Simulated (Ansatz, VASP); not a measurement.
## La in VASP and in Ansatz

```
CELL_PARAMETERS angstrom
0.00000 2.65290 2.65290
2.65290 0.00000 2.65290
2.65290 2.65290 0.00000
ATOMIC_POSITIONS crystal
La 0.00000 0.00000 0.00000
```

Alike in both runs: task single point; functional PBE; k mesh 17 × 17 × 17; occupations fermi-dirac, width 0.05 eV; collinear spin.

|  | VASP | Ansatz |
| --- | --- | --- |
| version | VASP 6.6.1 | Ansatz 0.2.0 |
| potentials or method | VASP PAW PBE potentials, release 64 (La), cutoff 520 eV | plane waves (420 eV) with PAW, scalar-relativistic |
| valence electrons in the cell | 11 | 11 |

```tsv
	VASP	Ansatz	Ansatz less VASP
net moment per atom (μB)	0.00	0.00	0.000
```

Ansatz's warnings: seeded moment not kept.

Spin-orbit coupling is off throughout.
